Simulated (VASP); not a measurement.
# HfN (P6_3/mmc) in VASP: further runs, part 2 of 2

VASP 6.6.1.

### 5 Relaxation of cell and atoms, PBE

This run uses another cell than the first one, of 11.76 Å³/atom.

File INCAR:

```
PREC     = Accurate       # precision mode
ENCUT    = 600            # plane-wave cutoff, eV
EDIFF    = 1E-7           # SCF threshold, eV
ISMEAR   = 0              # smearing method
SIGMA    = 0.1            # smearing width, eV
LREAL    = False          # projectors in reciprocal space
LASPH    = True           # aspherical terms in the spheres
NELM     = 120            # most SCF steps
ALGO     = Normal         # electronic algorithm
ISIF     = 3              # what is computed and relaxed
LWAVE    = False          # write WAVECAR
LCHARG   = False          # write CHGCAR
GGA      = PE             # functional
IBRION   = 2              # ionic algorithm
NSW      = 65             # ionic steps
EDIFFG   = -0.01          # ionic threshold
GGA_COMPAT= False        
NELMIN   = 4
```

File KPOINTS:

```
Automatic mesh
0
Gamma
  12 12 9
```

File POSCAR:

```
HfN
1.0
    3.2159940711      0.0000000000      0.0000000000
   -1.6079970356      2.7851325640      0.0000000000
    0.0000000000      0.0000000000      5.2504546535
Hf N
2 2
Direct
    0.0000000000      0.0000000000      0.0000000000
    0.3333333333      0.6666666667      0.5000000000
    0.6666666667      0.3333333333      0.2500000000
    0.6666666667      0.3333333333      0.7500000000
```

On the command line:

```
$ cat potpaw_PBE.64/Hf_pv/POTCAR potpaw_PBE.64/N/POTCAR > POTCAR
$ mpirun -np 1 vasp_std > vasp.out
```

It took 4.8 min on 1 thread of AMD EPYC 9R45 (Zen 5), shared host; peak memory 0.23 GiB.

It converged, with:

```
Free energy                           : -43.4087 eV
Relaxed volume                        : 11.68 Å³/atom
Relaxed cell                          : a = 3.148 Å, b = 3.148 Å, c = 5.441 Å, α = 90.00°, β = 90.00°, γ = 120.00°
Space group after relaxing (to 0.1 Å) : P6_3/mmc (No. 194)
Energy gained by relaxing             : 34.6 meV/atom
Ionic steps                           : 8
Pressure after relaxing               : 0.0 GPa
Band gap on the k mesh                : zero (bands 15 and 16 overlap by 1.79 eV)
```

The path:
```
step  energy change (eV)  largest force (eV/Å)  pressure (GPa)  volume (Å³)
   1              0.0000                0.0000           -1.57        47.03
   2             -0.0961                0.0000            3.37        46.13
   3             -0.1376                0.0000            1.29        46.48
   4             -0.1376                0.0000            1.36        46.47
   5             -0.1361                0.0000           -2.02        47.07
   6             -0.1386                0.0000            0.05        46.70
   7             -0.1386                0.0000            0.03        46.70
   8             -0.1386                0.0000           -0.03        46.71
```

Final structure:
```
CELL_PARAMETERS angstrom
3.14836 0.00000 0.00000
-1.57418 2.72656 0.00000
0.00000 0.00000 5.44130
ATOMIC_POSITIONS crystal
Hf 0.00000 0.00000 0.00000
Hf 0.33333 0.66667 0.50000
N 0.66667 0.33333 0.25000
N 0.66667 0.33333 0.75000
```

Levels at points of the mesh, in eV from the Fermi level:
```
           k point  band 12  band 13  band 14  band 15  band 16  band 17  band 18  band 19
(0.00, 0.00, 0.00)    -3.53    -3.53    -1.71    -0.55     0.76     0.76     0.98     1.87
(0.50, 0.00, 0.00)    -5.38    -3.24    -2.73    -2.40     2.41     2.72     4.39     4.61
```

Caveat: spin-orbit coupling is left out, which moves the levels of the heavy elements.

### 6 Single point, PBE

This run uses another cell than the first one: it holds 8 atoms, not 4.

File INCAR:

```
SYSTEM = HfN
ALGO = Normal
EDIFF = 1E-6
ENCUT = 600
GGA = PE
GGA_COMPAT = .FALSE.
ISIF = 2
ISMEAR = 0
LASPH = .TRUE.
LCHARG = .TRUE.
LELF = .TRUE.
LREAL = .FALSE.
LVHAR = .TRUE.
LWAVE = .FALSE.
NBANDS = 40
NELM = 120
PREC = Accurate
SIGMA = 0.1
```

File KPOINTS:

```
k-points
0
G
  12 12 5
  0 0 0
```

File POSCAR:

```
HfN
1.0
    3.1852628238      0.0000000000      0.0000000000
   -1.5926314119      2.7585185232      0.0000000000
    0.0000000000      0.0000000000     10.7271188354
Hf N
4 4
Direct
    0.0000000000      0.0000000000      0.0000000000
    0.3333333333      0.6666666667      0.2500000000
    0.0000000000      0.0000000000      0.5000000000
    0.6666666667      0.3333333333      0.7500000000
    0.6666666667      0.3333333333      0.1190590726
    0.6666666667      0.3333333333      0.3809409274
    0.3333333333      0.6666666667      0.6190590726
    0.3333333333      0.6666666667      0.8809409274
```

Potentials or basis: VASP PAW PBE potentials, release 64 (Hf_pv, N).

On the command line:

```
$ cat potpaw_PBE.64/Hf_pv/POTCAR potpaw_PBE.64/N/POTCAR > POTCAR
$ mpirun -np 1 vasp_std > vasp.out
```

OUTCAR:

```text
SYSTEM = HfN
   EDIFF = 1E-6
   ENCUT = 600
   GGA = PE
   ISIF = 2
   ISMEAR = 0
   LASPH = .TRUE.
   LREAL = .FALSE.
   NELM = 120
   PREC = Accurate

 ion  position               nearest neighbor table
   1  0.000  0.000  0.000-   5 2.24   8 2.24   5 2.24   8 2.24   5 2.24   8 2.24   2 3.25   4 3.25
                             2 3.25   4 3.25   4 3.25   2 3.25
   2  0.333  0.667  0.250-   5 2.31   6 2.31   5 2.31   6 2.31   5 2.31   6 2.31   1 3.25   3 3.25
                             1 3.25   3 3.25   1 3.25   3 3.25
   3  0.000  0.000  0.500-   6 2.24   7 2.24   6 2.24   7 2.24   6 2.24   7 2.24   2 3.25   4 3.25
                             2 3.25   4 3.25   4 3.25   2 3.25
[... 1255 lines left out ...]
  external PRESSURE =     -23.7036015 kB  Pullay stress =       0.0000000 kB

 VOLUME and BASIS-vectors are now :
 -----------------------------------------------------------------------------
  energy-cutoff  :      600.00
  volume of cell :       94.25
      direct lattice vectors                 reciprocal lattice vectors
     3.185262824  0.000000000  0.000000000     0.313945836  0.181256713  0.000000000
    -1.592631412  2.758518523  0.000000000     0.000000000  0.362513426  0.000000000
     0.000000000  0.000000000 10.727118835     0.000000000  0.000000000  0.093221676

 POSITION                                       TOTAL-FORCE (eV/Angst)
 -----------------------------------------------------------------------------------
      0.00000      0.00000      0.00000        -0.000000      0.000000      0.000000
     -0.00000      1.83901      2.68178        -0.000000      0.000000     -0.000000
      0.00000      0.00000      5.36356        -0.000000      0.000000      0.000000
      1.59263      0.91951      8.04534         0.000000     -0.000000     -0.000000
      1.59263      0.91951      1.27716         0.000000     -0.000000     -0.029467
      1.59263      0.91951      4.08640         0.000000     -0.000000      0.029467
     -0.00000      1.83901      6.64072        -0.000000      0.000000     -0.029467
     -0.00000      1.83901      9.44996        -0.000000      0.000000      0.029467
 -----------------------------------------------------------------------------------
    total drift:                                0.000000     -0.000000      0.000000

  FREE ENERGIE OF THE ION-ELECTRON SYSTEM (eV)
  ---------------------------------------------------
  free  energy   TOTEN  =       -87.1859661859 eV

  energy  without entropy=      -87.1811803383  energy(sigma->0) =      -87.18357326
```

It took 3.1 min on 1 thread of AMD EPYC 9R45 (Zen 5), shared host; peak memory 0.34 GiB.

What came out:

- Free energy: -87.1860 eV
- Pressure: -2.4 GPa
- Largest force: 0.029 eV/Å
- Band gap on the k mesh: zero (bands 30 and 31 overlap by 0.86 eV)

Forces in eV/Å, atoms in the order of the input:
```
Hf   0.000  0.000  0.000
Hf   0.000  0.000  0.000
Hf   0.000  0.000  0.000
Hf   0.000  0.000  0.000
N    0.000  0.000 -0.029
N    0.000  0.000  0.029
N    0.000  0.000 -0.029
N    0.000  0.000  0.029
```

Levels at points of the mesh, in eV from the Fermi level:
```tsv
k point	band 27	band 28	band 29	band 30	band 31	band 32	band 33	band 34
(0.00, 0.00, 0.00)	-3.40	-2.60	-0.54	0.25	0.25	0.44	0.87	0.93
(0.50, 0.00, 0.00)	-3.54	-3.26	-3.23	-0.52	-0.50	2.65	3.27	3.76
```

Caveat: spin-orbit coupling is left out, which moves the levels of the heavy elements.

### 7 Summary

| task | cell | k mesh | gap on the mesh (eV) | pressure (GPa) | relaxed volume (Å³/atom) |
| --- | --- | --- | --- | --- | --- |
| single point | a = 3.158, b = 3.158, c = 5.457 Å, angles 90.0, 90.0, 120.0°, 4 atoms, atomic positions A | 12 × 12 × 9 | none | -2.3 | - |
| single point | a = 3.150, b = 3.150, c = 5.691 Å, angles 90.0, 90.0, 120.0°, 4 atoms, atomic positions B | 12 × 12 × 9 | none | -2.1 | - |
| relaxation of cell and atoms | relaxed from a = 3.216, b = 3.216, c = 5.250 Å, angles 90.0, 90.0, 120.0°, 4 atoms, atomic positions B | 12 × 12 × 9 | none | -0.1 | 12.13 |
| relaxation of cell and atoms | relaxed from a = 3.216, b = 3.216, c = 5.250 Å, angles 90.0, 90.0, 120.0°, 4 atoms, atomic positions A | 12 × 12 × 9 | none | 0.0 | 11.68 |
| single point | a = 3.185, b = 3.185, c = 10.727 Å, angles 90.0, 90.0, 120.0°, 8 atoms, atomic positions C | 12 × 12 × 5 | none | -2.4 | - |

Alike in all rows: level PBE; potentials or basis VASP PAW PBE potentials, release 64 (Hf_pv, N); no spin polarisation; cutoff (eV) 600; smearing gaussian 0.1 eV.

Caveats: spin-orbit coupling is left out, which moves the levels of the heavy elements.

Total energies depend on the potentials used, so only differences within one code and one set of settings carry meaning.
